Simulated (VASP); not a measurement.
# C (Fd-3m) in VASP: notebook

The runs below take C through single point, with PBE.

Everything below comes from runs of VASP 6.6.1. Logs are shortened: lines on timing, memory, paths and dates and some standing lists are left out, and cuts for length are marked.

## 1. The cell of the first run

It takes space group Fd-3m (No. 227, cubic). Conventional cell: a = 3.519 Å, b = 3.519 Å, c = 3.519 Å, α = 90.00°, β = 90.00°, γ = 90.00°. C (site symmetry -43m) has 4 C at 1.52 Å within 2.0 Å.

## 2. Single point, PBE (volume scaled by 0.96)

The input, INCAR:

```
SYSTEM = C
  PREC = Accurate
  ENCUT = 520
  EDIFF = 1E-6
  ISMEAR = -1
  SIGMA = 0.08
  LREAL = .False.
  LASPH = .True.
  NELM = 60
  ALGO = Normal
  ISIF = 2
  LWAVE = .False.
  LCHARG = .True.
  GGA = PE
  LELF = .True.
  LVHAR = .True.
  NBANDS = 11
```

The input, KPOINTS:

```
regular mesh
0
Gamma
  20 20 20
  0 0 0
```

The input, POSCAR:

```
C
1.0
    0.0000000000      1.7592970453      1.7592970453
    1.7592970453      0.0000000000      1.7592970453
    1.7592970453      1.7592970453      0.0000000000
C
2
Direct
    0.5000000000      0.5000000000      0.5000000000
    0.7500000000      0.7500000000      0.7500000000
```

Potentials or basis: VASP PAW PBE potentials, release 64 (C).

Run with:

```console
$ cat potpaw_PBE.64/C/POTCAR > POTCAR
$ mpirun -np 1 vasp_std > vasp.out
```

OUTCAR:

```text
SYSTEM = C
   PREC = Accurate
   ENCUT = 520
   EDIFF = 1E-6
   ISMEAR = -1
   LREAL = .False.
   LASPH = .True.
   NELM = 60
   ISIF = 2
   GGA = PE

 ion  position               nearest neighbor table
   1  0.500  0.500  0.500-   2 1.52   2 1.52   2 1.52   2 1.52
   2  0.750  0.750  0.750-   1 1.52   1 1.52   1 1.52   1 1.52

  LATTYP: Found a face centered cubic cell.
 ALAT       =     3.5185940906

  Lattice vectors:

 A1 = (   0.0000000000,   1.7592970453,   1.7592970453)
 A2 = (   1.7592970453,   0.0000000000,   1.7592970453)
 A3 = (   1.7592970453,   1.7592970453,   0.0000000000)

Analysis of symmetry for initial positions (statically):
=====================================================================
 Subroutine PRICEL returns:
 Original cell was already a primitive cell.

 Routine SETGRP: Setting up the symmetry group for a
 face centered cubic supercell.

 Subroutine GETGRP returns: Found 48 space group operations
 (whereof 24 operations were pure point group operations)
 out of a pool of 48 trial point group operations.

The static configuration has the point symmetry T_d .
 The point group associated with its full space group is O_h .

Analysis of symmetry for dynamics (positions and initial velocities):
=====================================================================
 Subroutine PRICEL returns:
 Original cell was already a primitive cell.

 Routine SETGRP: Setting up the symmetry group for a
 face centered cubic supercell.

 Subroutine GETGRP returns: Found 48 space group operations
 (whereof 24 operations were pure point group operations)
 out of a pool of 48 trial point group operations.

The dynamic configuration has the point symmetry T_d .
 The point group associated with its full space group is O_h .

 Subroutine INISYM returns: Found 48 space group operations
 (whereof 24 operations are pure point group operations),
 and found     1 'primitive' translations

----------------------------------------------------------------------------------------

                                     Primitive cell

  volume of cell :      10.8905

  direct lattice vectors                    reciprocal lattice vectors
     0.000000000  1.759297045  1.759297045    -0.284204422  0.284204422  0.284204422
     1.759297045  0.000000000  1.759297045     0.284204422 -0.284204422  0.284204422
     1.759297045  1.759297045  0.000000000     0.284204422  0.284204422 -0.284204422

  length of vectors
     2.488021742  2.488021742  2.488021742     0.492256499  0.492256499  0.492256499

  position of ions in fractional coordinates (direct lattice)
[... 77 lines left out ...]
   ENCUT  =  520.0 eV  38.22 Ry    6.18 a.u.   4.63  4.63  4.63*2*pi/ulx,y,z
   NELM   =     60;   NELMIN=  2; NELMDL= -5     # of ELM steps
   EDIFF  = 0.1E-05   stopping-criterion for ELM
   LREAL  =      F    real-space projection
   EDIFFG = 0.1E-04   stopping-criterion for IOM
   NSW    =      0    number of steps for IOM
   IBRION =     -1    ionic relax: 0-MD 1-quasi-New 2-CG
   NFREE  =      0    steps in history (QN), initial steepest desc. (CG)
   ISIF   =      2    stress and relaxation
   ISYM   =      2    0-nonsym 1-usesym 2-fastsym
   POTIM  = 0.5000    time-step for ionic-motion
   TEBEG  =    0.0;   TEEND  =   0.0 temperature during run
   PSTRESS=    0.0 pullay stress
   NELECT =       8.0000    total number of electrons
   NUPDOWN=      -1.0000    fix difference up-down
   EMIN   =  10.00;   EMAX   =-10.00  energy-range for DOS
   EFERMI =   0.00;   METHOD = LEGACY
   ISMEAR =    -1;   SIGMA  =   0.08  broadening in eV -4-tet -1-fermi 0-gaus
   EFERMI_NEDOS =   21; number of points for ismear=-14 and -15
   IALGO  =     38    algorithm
   IMIX   =      4    mixing-type and parameters
     AMIX     =   0.40;   BMIX     =  1.00
     AMIX_MAG =   1.60;   BMIX_MAG =  1.00
  volume/ion in A,a.u.               =       5.45        36.75
  Fermi-wavevector in a.u.,A,eV,Ry     =   1.477142  2.791394 29.687222  2.181949
  Thomas-Fermi vector in A             =   2.591583
   LORBIT       =      0    0 simple, 1 ext, 2 COOP (PROOUT), +10 PAW based schemes
   GGA     = PE    functional components
[... 5 lines left out ...]
 non-spin polarized calculation
  energy-cutoff  :      520.00
  volume of cell :       10.89
 maximum number of plane-waves:       305
   NGX =  9   NGY =  9   NGZ =  9

 number of electron       7.9999999 magnetization

 Free energy of the ion-electron system (eV)
  ---------------------------------------------------
  ext. energy  EPLUGINS =         0.00000000
  ---------------------------------------------------
  free energy    TOTEN  =       -18.15093971 eV

  energy without entropy =      -18.15093971  energy(sigma->0) =      -18.15093971

 E-fermi :  11.7427     XC(G=0): -13.4566

 val. band max:       10.3289555820   @ k =   0.0000   0.0000   0.0000
 cond. band min:      14.5543116347   @ k =   0.3500   0.3500   0.0000
 fundamental gap:      4.2253560528
 Fermi energy:        11.7427209995

 k-point     1 :       0.0000    0.0000    0.0000
  band No.  band energies     occupation
      1     -11.7041      2.00000
      2      10.3290      2.00000
      3      10.3290      2.00000
      4      10.3290      2.00000
      5      16.0319      0.00000
      6      16.0319      0.00000
      7      16.0319      0.00000
      8      24.6084      0.00000
      9      30.1538      0.00000
     10      37.3161      0.00000
     11      37.3161      0.00000
[... 309 lines left out ...]
 k-point    24 :      -0.3500    0.0500    0.0000
  band No.  band energies     occupation
      1      -7.9085      2.00000
      2      -0.3515      2.00000
      3       7.2052      2.00000
      4       7.8907      2.00000
      5      18.7955      0.00000
      6      19.1170      0.00000
      7      19.7105      0.00000
      8      26.1053      0.00000
      9      31.9916      0.00000
     10      33.5919      0.00000
     11      35.3411      0.00000

 [... further k-points ...]
[... 5 lines left out ...]
  --------------------------------------------------------------------------------------
  -------------------------------------------------------------------------------------
  Total        1.4910713      1.4910713      1.4910713      0.0000000     -0.0000000     -0.0000000
  in kB      219.3620438    219.3620438    219.3620438      0.0000000     -0.0000000     -0.0000000
  external PRESSURE =     219.3620438 kB  Pullay stress =       0.0000000 kB

 VOLUME and BASIS-vectors are now :
 -----------------------------------------------------------------------------
  energy-cutoff  :      520.00
  volume of cell :       10.89
      direct lattice vectors                 reciprocal lattice vectors
     0.000000000  1.759297045  1.759297045    -0.284204422  0.284204422  0.284204422
     1.759297045  0.000000000  1.759297045     0.284204422 -0.284204422  0.284204422
     1.759297045  1.759297045  0.000000000     0.284204422  0.284204422 -0.284204422

 POSITION                                       TOTAL-FORCE (eV/Angst)
 -----------------------------------------------------------------------------------
      1.75930      1.75930      1.75930        -0.000000      0.000000     -0.000000
      2.63895      2.63895      2.63895         0.000000     -0.000000      0.000000
 -----------------------------------------------------------------------------------
    total drift:                                0.000000     -0.000000      0.000000

  FREE ENERGIE OF THE ION-ELECTRON SYSTEM (eV)
  ---------------------------------------------------
  free  energy   TOTEN  =       -18.1509397085 eV

  energy  without entropy=      -18.1509397084  energy(sigma->0) =      -18.15093971
```

Wall time 16 s (1 thread of Intel Xeon Platinum 8559C (Emerald Rapids), shared host); peak memory 0.13 GiB.

What came out:

```
Free energy            : -18.1509 eV
Pressure               : 21.9 GPa
Band gap on the k mesh : 4.23 eV, indirect (least direct gap 5.70 eV)
```

## 3. Single point, PBE (volume scaled by 0.98)

The input, INCAR:

```
PREC = Accurate
ENCUT = 520
EDIFF = 1E-6
ISMEAR = -1
SIGMA = 0.08
LREAL = False
LASPH = True
NELM = 100
ALGO = Normal
ISIF = 2
LWAVE = False
LCHARG = True
GGA = PE
LELF = True
LVHAR = True
NBANDS = 11
```

The input, KPOINTS:

```
regular mesh
0
Gamma
  20 20 20
```

The input, POSCAR:

```
C
1.0
    0.0000000000      1.7714305118      1.7714305118
    1.7714305118      0.0000000000      1.7714305118
    1.7714305118      1.7714305118      0.0000000000
C
2
Direct
    0.5000000000      0.5000000000      0.5000000000
    0.7500000000      0.7500000000      0.7500000000
```

Potentials or basis: VASP PAW PBE potentials, release 64 (C).

Run with:

```console
$ cat potpaw_PBE.64/C/POTCAR > POTCAR
$ mpirun -np 1 vasp_std > vasp.out
```

Run time: 15 s. Hardware: 1 thread of Intel Xeon Platinum 8559C (Emerald Rapids), shared host; peak memory 0.13 GiB.

The run converged. Its results:

```yaml
Free_energy: -18.1750 eV
Pressure: 11.7 GPa
Band_gap_on_the_k_mesh: 4.18 eV, indirect (least direct gap 5.65 eV)
```

Levels at points of the mesh, in eV from the valence-band top:
| k point | band 1 | band 2 | band 3 | band 4 | band 5 | band 6 | band 7 | band 8 | band 9 |
| --- | --- | --- | --- | --- | --- | --- | --- | --- | --- |
| (0.00, 0.00, 0.00) | -21.75 | 0.00 | 0.00 | 0.00 | 5.65 | 5.65 | 5.65 | 13.80 | 19.55 |
| (0.50, 0.00, 0.00) | -15.86 | -13.60 | -2.85 | -2.85 | 8.54 | 8.54 | 9.12 | 15.88 | 22.19 |
| (0.50, 0.50, 0.00) | -12.91 | -12.91 | -6.42 | -6.42 | 4.80 | 4.80 | 17.12 | 17.12 | 23.62 |

 A k mesh can miss the band edges.

## 4. Single point, PBE (volume scaled by 0.99)

The input, INCAR:

```
  PREC = Accurate
  ENCUT = 520
  EDIFF = 1E-7
  ISMEAR = -1
  SIGMA = 0.08
  LREAL = False
  LASPH = True
  NELM = 80
  ALGO = Normal
  ISIF = 2
  LWAVE = False
  LCHARG = True
  GGA = PE
  LELF = True
  LVHAR = True
  NBANDS = 11
```

The input, KPOINTS:

```
Automatic mesh
0
Gamma
  20 20 20
```

The input, POSCAR:

```
C
1.0
    0.0000000000      1.7774354070      1.7774354070
    1.7774354070      0.0000000000      1.7774354070
    1.7774354070      1.7774354070      0.0000000000
C
2
Direct
    0.5000000000      0.5000000000      0.5000000000
    0.7500000000      0.7500000000      0.7500000000
```

Run with:

```console
$ cat potpaw_PBE.64/C/POTCAR > POTCAR
$ mpirun -np 1 vasp_std > vasp.out
```

It took 15 s on 1 thread of Intel Xeon Platinum 8559C (Emerald Rapids), shared host; peak memory 0.13 GiB.

Results (log left out):

| Item | Value |
| --- | --- |
| Free energy | -18.1818 eV |
| Pressure | 7.0 GPa |
| Band gap on the k mesh | 4.16 eV, indirect (least direct gap 5.62 eV) |

Levels at points of the mesh, in eV from the valence-band top:
```
           k point  band 1  band 2  band 3  band 4  band 5  band 6  band 7  band 8
(0.00, 0.00, 0.00)  -21.61    0.00    0.00    0.00    5.62    5.62    5.62   13.56
(0.50, 0.00, 0.00)  -15.78  -13.48   -2.83   -2.83    8.50    8.50    8.98   15.79
(0.50, 0.50, 0.00)  -12.83  -12.83   -6.36   -6.36    4.78    4.78   16.96   16.96
```

 A k mesh can miss the band edges.

## 5. Single point, PBE (volume scaled by 1.01)

The input, INCAR:

```
  PREC = Accurate
  ENCUT = 520
  EDIFF = 1E-7
  ISMEAR = -1
  SIGMA = 0.08
  LREAL = F
  LASPH = T
  NELM = 100
  ALGO = Normal
  ISIF = 2
  LWAVE = F
  LCHARG = F
  GGA = PE
  NBANDS = 11
```

KPOINTS is that of step 4.

The input, POSCAR:

```
C
1.0
    0.0000000000      1.7893249605      1.7893249605
    1.7893249605      0.0000000000      1.7893249605
    1.7893249605      1.7893249605      0.0000000000
C
2
Direct
    0.5000000000      0.5000000000      0.5000000000
    0.7500000000      0.7500000000      0.7500000000
```

Run with:

```console
$ cat potpaw_PBE.64/C/POTCAR > POTCAR
$ mpirun -np 1 vasp_std > vasp.out
```

It took 14 s on 1 thread of Intel Xeon Platinum 8559C (Emerald Rapids), shared host; peak memory 0.13 GiB.

Results (log left out):

```
Free energy            : -18.1856 eV
Pressure               : -1.9 GPa
Band gap on the k mesh : 4.11 eV, indirect (least direct gap 5.56 eV)
```

Levels at points of the mesh, in eV from the valence-band top:
```csv
k point,band 1,band 2,band 3,band 4,band 5,band 6,band 7,band 8
"(0.00, 0.00, 0.00)",-21.34,0.00,0.00,0.00,5.56,5.56,5.56,13.10
"(0.50, 0.00, 0.00)",-15.62,-13.26,-2.77,-2.77,8.42,8.42,8.71,15.61
"(0.50, 0.50, 0.00)",-12.69,-12.69,-6.24,-6.24,4.74,4.74,16.66,16.66
```

## 6. Single point, PBE (volume scaled by 1.02)

The input, INCAR:

```
SYSTEM = C
ALGO = Normal
EDIFF = 1E-7
ENCUT = 520
GGA = PE
ISIF = 2
ISMEAR = -1
LASPH = .TRUE.
LCHARG = .FALSE.
LREAL = .FALSE.
LWAVE = .FALSE.
NBANDS = 11
NELM = 100
PREC = Accurate
SIGMA = 0.08
```

The input, KPOINTS:

```
k-points
0
G
  20 20 20
  0 0 0
```

The input, POSCAR:

```
C
1.0
    0.0000000000      1.7952109402      1.7952109402
    1.7952109402      0.0000000000      1.7952109402
    1.7952109402      1.7952109402      0.0000000000
C
2
Direct
    0.5000000000      0.5000000000      0.5000000000
    0.7500000000      0.7500000000      0.7500000000
```

Potentials or basis: VASP PAW PBE potentials, release 64 (C).

Run with:

```console
$ cat potpaw_PBE.64/C/POTCAR > POTCAR
$ mpirun -np 1 vasp_std > vasp.out
```

It took 14 s on 1 thread of Intel Xeon Platinum 8559C (Emerald Rapids), shared host; peak memory 0.13 GiB.

It converged, with:

* Free energy: -18.1830 eV
* Pressure: -6.0 GPa
* Band gap on the k mesh: 4.09 eV, indirect (least direct gap 5.54 eV)

Levels at points of the mesh, in eV from the valence-band top:
| k point | band 2 | band 3 | band 4 | band 5 | band 6 | band 7 |
| --- | --- | --- | --- | --- | --- | --- |
| (0.00, 0.00, 0.00) | 0.00 | 0.00 | 0.00 | 5.54 | 5.54 | 5.54 |
| (0.50, 0.00, 0.00) | -13.15 | -2.75 | -2.75 | 8.38 | 8.38 | 8.58 |
| (0.50, 0.50, 0.00) | -12.62 | -6.18 | -6.18 | 4.72 | 4.72 | 16.51 |

 A k mesh can miss the band edges.

## 7. The runs side by side

```csv
cell,gap on the mesh (eV),pressure (GPa)
"a = 2.488 Å, angles 60.0°, 2 atoms",4.23,21.9
"a = 2.505 Å, angles 60.0°, 2 atoms",4.18,11.7
"a = 2.514 Å, angles 60.0°, 2 atoms",4.16,7.0
"a = 2.530 Å, angles 60.0°, 2 atoms",4.11,-1.9
"a = 2.539 Å, angles 60.0°, 2 atoms",4.09,-6.0
```

Alike in all rows: task single point; level PBE; potentials or basis VASP PAW PBE potentials, release 64 (C); no spin polarisation; k mesh 20 × 20 × 20; cutoff (eV) 520; smearing fermi-dirac 0.08 eV.

Total energies depend on the potentials used, so only differences within one code and one set of settings carry meaning.
